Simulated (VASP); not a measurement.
# CoSi (WC type) (P-6m2) in VASP: a series of runs

Runs on CoSi (WC type). Level: PBE. Tasks: single point.

Everything below comes from runs of VASP 6.6.1. Logs are shortened: lines on timing, memory, paths and dates and some standing lists are left out, and cuts for length are marked.

## Step 1: The cell of the first run

Symmetry: P-6m2, No. 187, hexagonal system. Conventional cell: a = 2.396 Å, b = 2.396 Å, c = 3.327 Å, α = 90.00°, β = 90.00°, γ = 120.00°. Co (site symmetry -6m2) has 6 Si at 2.16 Å and 6 Co at 2.40 Å within 2.9 Å. Si (site symmetry -6m2) has 6 Co at 2.16 Å and 6 Si at 2.40 Å within 2.9 Å.

## Step 2: Single point, PBE

The input, INCAR:

```
PREC = Accurate
ENCUT = 520
EDIFF = 1E-7
ISMEAR = -1
SIGMA = 0.1
LREAL = F
LASPH = T
NELM = 100
ALGO = Normal
ISIF = 2
LWAVE = F
LCHARG = F
GGA = PE
NBANDS = 14
```

The input, KPOINTS:

```
regular mesh
0
Gamma
  16 16 15
```

The input, POSCAR:

```
CoSi
1.0
    2.3962589097      0.0000000000      0.0000000000
   -1.1981294548      2.0752210898      0.0000000000
    0.0000000000      0.0000000000      3.3267798050
Co Si
1 1
Direct
    0.0000000000      0.0000000000      0.0000000000
    0.3333333333      0.6666666667      0.5000000000
```

Potentials or basis: VASP PAW PBE potentials, release 64 (Co, Si).

Launch:

```
> cat potpaw_PBE.64/Co/POTCAR potpaw_PBE.64/Si/POTCAR > POTCAR
> mpirun -np 1 vasp_std > vasp.out
```

OUTCAR:

```text
PREC = Accurate
   ENCUT = 520
   EDIFF = 1E-7
   ISMEAR = -1
   LREAL = F
   LASPH = T
   NELM = 100
   ISIF = 2
   GGA = PE

 ion  position               nearest neighbor table
   1  0.000  0.000  0.000-   2 2.16   2 2.16   2 2.16   2 2.16   2 2.16   2 2.16
   2  0.333  0.667  0.500-   1 2.16   1 2.16   1 2.16   1 2.16   1 2.16   1 2.16

  LATTYP: Found a hexagonal cell.
 ALAT       =     2.3962589097
 C/A-ratio  =     1.3883223518

  Lattice vectors:

 A1 = (   2.3962589097,   0.0000000000,   0.0000000000)
 A2 = (  -1.1981294548,   2.0752210898,   0.0000000000)
 A3 = (   0.0000000000,   0.0000000000,   3.3267798050)

Analysis of symmetry for initial positions (statically):
=====================================================================
 Subroutine PRICEL returns:
 Original cell was already a primitive cell.

 Routine SETGRP: Setting up the symmetry group for a
 hexagonal supercell.

 Subroutine GETGRP returns: Found 12 space group operations
 (whereof 12 operations were pure point group operations)
 out of a pool of 24 trial point group operations.

The static configuration has the point symmetry D_3h.

Analysis of symmetry for dynamics (positions and initial velocities):
=====================================================================
 Subroutine PRICEL returns:
 Original cell was already a primitive cell.

 Routine SETGRP: Setting up the symmetry group for a
 hexagonal supercell.

 Subroutine GETGRP returns: Found 12 space group operations
 (whereof 12 operations were pure point group operations)
 out of a pool of 24 trial point group operations.

The dynamic configuration has the point symmetry D_3h.

 Subroutine INISYM returns: Found 12 space group operations
 (whereof 12 operations are pure point group operations),
 and found     1 'primitive' translations

----------------------------------------------------------------------------------------

                                     Primitive cell

  volume of cell :      16.5433

  direct lattice vectors                    reciprocal lattice vectors
     2.396258910  0.000000000  0.000000000     0.417317176  0.240938184  0.000000000
    -1.198129455  2.075221090  0.000000000     0.000000000  0.481876367  0.000000000
     0.000000000  0.000000000  3.326779805     0.000000000  0.000000000  0.300590979

  length of vectors
     2.396258910  2.396258910  3.326779805     0.481876367  0.481876367  0.300590979

  position of ions in fractional coordinates (direct lattice)
     0.000000000  0.000000000  0.000000000
     0.333333333  0.666666667  0.500000000

[... 87 lines left out ...]
   NELECT =      13.0000    total number of electrons
   NUPDOWN=      -1.0000    fix difference up-down
   EMIN   =  10.00;   EMAX   =-10.00  energy-range for DOS
   EFERMI =   0.00;   METHOD = LEGACY
   ISMEAR =    -1;   SIGMA  =   0.10  broadening in eV -4-tet -1-fermi 0-gaus
   EFERMI_NEDOS =   21; number of points for ismear=-14 and -15
   IALGO  =     38    algorithm
   IMIX   =      4    mixing-type and parameters
     AMIX     =   0.40;   BMIX     =  1.00
     AMIX_MAG =   1.60;   BMIX_MAG =  1.00
  volume/ion in A,a.u.               =       8.27        55.82
  Fermi-wavevector in a.u.,A,eV,Ry     =   1.510713  2.854833 31.051937  2.282253
  Thomas-Fermi vector in A             =   2.620866
   LORBIT       =      0    0 simple, 1 ext, 2 COOP (PROOUT), +10 PAW based schemes
   GGA     = PE    functional components
   LHFCALC =     F    Hartree Fock is set to
   AEXX    =    0.0000 exact exchange contribution
   IVDW    =     0    specifies the selected vdW correction
   LEPSILON=     F    determine dielectric tensor
   LRPA    =     F    only Hartree local field effects (RPA)
 non-spin polarized calculation
  energy-cutoff  :      520.00
  volume of cell :       16.54
 maximum number of plane-waves:       463
 NGX is ok and might be reduce to    18
   NGX =  9   NGY =  9   NGZ = 13

 number of electron      13.0000007 magnetization

 Free energy of the ion-electron system (eV)
  ---------------------------------------------------
  ext. energy  EPLUGINS =         0.00000000
  ---------------------------------------------------
  free energy    TOTEN  =       -11.53545100 eV

  energy without entropy =      -11.49767190  energy(sigma->0) =      -11.51656145

 E-fermi :  17.2499     XC(G=0): -14.3191

 val. band max:       17.2409260817   @ k =   0.4375   0.1250   0.2667
 cond. band min:      17.2504008103   @ k =   0.3125   0.1250   0.4667
 fundamental gap:      0.0094747286
 Fermi energy:        17.2499411457

 k-point     1 :       0.0000    0.0000    0.0000
  band No.  band energies     occupation
      1       0.3470      2.00000
      2      11.0172      2.00000
      3      12.9250      2.00000
      4      14.5847      2.00000
      5      14.5847      2.00000
      6      15.7075      2.00000
      7      15.7075      2.00000
      8      21.2594      0.00000
      9      30.1741      0.00000
     10      30.1741      0.00000
     11      32.3605      0.00000
     12      32.3605      0.00000
     13      34.7838      0.00000
     14      38.8033      0.00000
[... 377 lines left out ...]
      1       5.0244      2.00000
      2      11.7307      2.00000
      3      11.8505      2.00000
      4      12.4845      2.00000
      5      14.4164      2.00000
      6      16.3938      1.99962
      7      18.9150      0.00000
      8      20.1140      0.00000
      9      20.6693      0.00000
     10      24.2408      0.00000
     11      29.0300      0.00000
     12      32.2364      0.00000
     13      33.5621      0.00000
     14      35.8715      0.00000

 [... further k-points ...]

------------------------ aborting loop because EDIFF is reached ----------------------------------------

  FORCE on cell =-STRESS in cart. coord.  units (eV):
  Direction    XX          YY          ZZ          XY          YZ          ZX
  --------------------------------------------------------------------------------------
  -------------------------------------------------------------------------------------
  Total       12.3874940     12.3874940     12.4872955      0.0000000      0.0000000      0.0000000
  in kB     1199.6978206   1199.6978205   1209.3633437      0.0000000      0.0000000      0.0000000
  external PRESSURE =    1202.9196616 kB  Pullay stress =       0.0000000 kB

 VOLUME and BASIS-vectors are now :
 -----------------------------------------------------------------------------
  energy-cutoff  :      520.00
  volume of cell :       16.54
      direct lattice vectors                 reciprocal lattice vectors
     2.396258910  0.000000000  0.000000000     0.417317176  0.240938184  0.000000000
    -1.198129455  2.075221090  0.000000000     0.000000000  0.481876367  0.000000000
     0.000000000  0.000000000  3.326779805     0.000000000  0.000000000  0.300590979

 POSITION                                       TOTAL-FORCE (eV/Angst)
 -----------------------------------------------------------------------------------
      0.00000      0.00000      0.00000        -0.000000     -0.000000      0.000000
     -0.00000      1.38348      1.66339         0.000000      0.000000      0.000000
 -----------------------------------------------------------------------------------
    total drift:                                0.000000     -0.000000      0.000000

  FREE ENERGIE OF THE ION-ELECTRON SYSTEM (eV)
  ---------------------------------------------------
  free  energy   TOTEN  =       -11.5354510032 eV

  energy  without entropy=      -11.4976719046  energy(sigma->0) =      -11.51656145
```

stdout:

```text
POSCAR found type information on POSCAR CoSi
 POSCAR found :  2 types and       2 ions
 scaLAPACK will be used
 LDA part: xc-table for (Slater+PW92), standard interpolation
 POSCAR, INCAR and KPOINTS ok, starting setup
 FFT: planning ... GRIDC
 FFT: planning ... GRID_SOFT
 FFT: planning ... GRID
 WAVECAR not read
 entering main loop
```

It took 48 s on 1 thread of Intel Xeon 6975P-C (Granite Rapids), shared host; peak memory 0.17 GiB.

What came out:

```
Free energy : -11.5355 eV
Pressure    : 120.3 GPa
```

Spin polarisation is off, so any magnetic state and its effect on volume and gap are missing.

## Step 3: Single point, PBE

The input, INCAR:

```
PREC = Accurate
ENCUT = 520
EDIFF = 1E-6
ISMEAR = -1
SIGMA = 0.1
LREAL = F
LASPH = T
NELM = 80
ALGO = Normal
ISIF = 2
LWAVE = F
LCHARG = F
GGA = PE
NBANDS = 14
```

KPOINTS is that of step 2.

The input, POSCAR:

```
CoSi
1.0
    2.3960006160      0.0000000000      0.0000000000
   -1.1980003080      2.0749974010      0.0000000000
    0.0000000000      0.0000000000      3.3264235469
Co Si
1 1
Direct
    0.0000000000      0.0000000000      0.0000000000
    0.3333333333      0.6666666667      0.5000000000
```

Potentials or basis: VASP PAW PBE potentials, release 64 (Co, Si).

Launch:

```
> cat potpaw_PBE.64/Co/POTCAR potpaw_PBE.64/Si/POTCAR > POTCAR
> mpirun -np 1 vasp_std > vasp.out
```

OUTCAR:

```text
PREC = Accurate
   ENCUT = 520
   EDIFF = 1E-6
   ISMEAR = -1
   LREAL = F
   LASPH = T
   NELM = 80
   ISIF = 2
   GGA = PE

 ion  position               nearest neighbor table
   1  0.000  0.000  0.000-   2 2.16   2 2.16   2 2.16   2 2.16   2 2.16   2 2.16
   2  0.333  0.667  0.500-   1 2.16   1 2.16   1 2.16   1 2.16   1 2.16   1 2.16

  LATTYP: Found a hexagonal cell.
 ALAT       =     2.3960006160
 C/A-ratio  =     1.3883233271

  Lattice vectors:

 A1 = (   2.3960006160,   0.0000000000,   0.0000000000)
 A2 = (  -1.1980003080,   2.0749974010,   0.0000000000)
 A3 = (   0.0000000000,   0.0000000000,   3.3264235469)

Analysis of symmetry for initial positions (statically):
=====================================================================
 Subroutine PRICEL returns:
 Original cell was already a primitive cell.

 Routine SETGRP: Setting up the symmetry group for a
 hexagonal supercell.

 Subroutine GETGRP returns: Found 12 space group operations
 (whereof 12 operations were pure point group operations)
 out of a pool of 24 trial point group operations.

The static configuration has the point symmetry D_3h.

[... 173 lines left out ...]
      5      14.5896      2.00000
      6      15.7131      2.00000
      7      15.7131      2.00000
      8      21.2670      0.00000
      9      30.1823      0.00000
     10      30.1823      0.00000
     11      32.3719      0.00000
     12      32.3719      0.00000
     13      34.7929      0.00000
     14      38.8137      0.00000
[... 377 lines left out ...]
      1       5.0284      2.00000
      2      11.7349      2.00000
      3      11.8549      2.00000
      4      12.4888      2.00000
      5      14.4213      2.00000
      6      16.3997      1.99962
      7      18.9220      0.00000
      8      20.1217      0.00000
      9      20.6766      0.00000
     10      24.2496      0.00000
     11      29.0390      0.00000
     12      32.2455      0.00000
     13      33.5718      0.00000
     14      35.8820      0.00000

 [... further k-points ...]

------------------------ aborting loop because EDIFF is reached ----------------------------------------

  FORCE on cell =-STRESS in cart. coord.  units (eV):
  Direction    XX          YY          ZZ          XY          YZ          ZX
  --------------------------------------------------------------------------------------
  -------------------------------------------------------------------------------------
  Total       12.4087352     12.4087352     12.5128635      0.0000000     -0.0000000      0.0000000
  in kB     1202.1428269   1202.1428270   1212.2306543      0.0000000     -0.0000000      0.0000000
  external PRESSURE =    1205.5054361 kB  Pullay stress =       0.0000000 kB

 VOLUME and BASIS-vectors are now :
 -----------------------------------------------------------------------------
  energy-cutoff  :      520.00
  volume of cell :       16.54
      direct lattice vectors                 reciprocal lattice vectors
     2.396000616  0.000000000  0.000000000     0.417362163  0.240964157  0.000000000
    -1.198000308  2.074997401  0.000000000     0.000000000  0.481928314  0.000000000
     0.000000000  0.000000000  3.326423547     0.000000000  0.000000000  0.300623173

 POSITION                                       TOTAL-FORCE (eV/Angst)
 -----------------------------------------------------------------------------------
      0.00000      0.00000      0.00000         0.000000      0.000000      0.000000
     -0.00000      1.38333      1.66321         0.000000      0.000000      0.000000
 -----------------------------------------------------------------------------------
    total drift:                                0.000000     -0.000000      0.000000

  FREE ENERGIE OF THE ION-ELECTRON SYSTEM (eV)
  ---------------------------------------------------
  free  energy   TOTEN  =       -11.5314397203 eV

  energy  without entropy=      -11.4936773856  energy(sigma->0) =      -11.51255855
```

stdout:

```text
POSCAR found type information on POSCAR CoSi
 POSCAR found :  2 types and       2 ions
 scaLAPACK will be used
 LDA part: xc-table for (Slater+PW92), standard interpolation
 POSCAR, INCAR and KPOINTS ok, starting setup
 FFT: planning ... GRIDC
 FFT: planning ... GRID_SOFT
 FFT: planning ... GRID
 WAVECAR not read
 entering main loop
```

Run time: 46 s. Hardware: 1 thread of Intel Xeon 6975P-C (Granite Rapids), shared host; peak memory 0.17 GiB.

Results:

```yaml
Free_energy: -11.5314 eV
Pressure: 120.6 GPa
```

Stress tensor (GPa, compression positive):
```
120.21   0.00   0.00
  0.00 120.21   0.00
  0.00   0.00 121.22
```

Spin polarisation is off, so any magnetic state and its effect on volume and gap are missing.
